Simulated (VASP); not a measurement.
The system is Si.

```
Si
1.0
     0.00000    2.71360    2.71360
     2.71360    0.00000    2.71360
     2.71360    2.71360    0.00000
Si
2
Direct
  0.75000 0.75000 0.75000
  0.50000 0.50000 0.50000
```

```yaml
Program: VASP 6.6.1
Task: relaxation of cell and atoms
Functional: PBE
Potentials_or_basis: VASP PAW PBE potentials, release 64 (Si)
Cutoff: 500 eV
k_mesh: 6 × 6 × 6
Occupations: gaussian, width 0.01 eV
Spin: no spin polarisation
```

At the start: pressure 2.2 GPa; volume 19.98 Å³/atom.

Question: How do energy, volume and symmetry change on relaxing?

Answer: Over 3 steps the energy falls by 3.2 meV/atom and the volume is 20.46 Å³/atom (+2.4 %); space group Fd-3m (No. 227, to 0.05 Å).

Step by step:
```tsv
step	energy change (eV)	largest force (eV/Å)	pressure (GPa)	volume (Å³)
1	0.0000	0.0000	2.20	39.96
2	-0.0034	0.0000	-1.38	41.57
3	-0.0064	0.0000	0.00	40.91
```

Final structure:
```
CELL_PARAMETERS angstrom
0.00000 2.73487 2.73487
2.73487 0.00000 2.73487
2.73487 2.73487 0.00000
ATOMIC_POSITIONS crystal
Si 0.75000 0.75000 0.75000
Si 0.50000 0.50000 0.50000
```
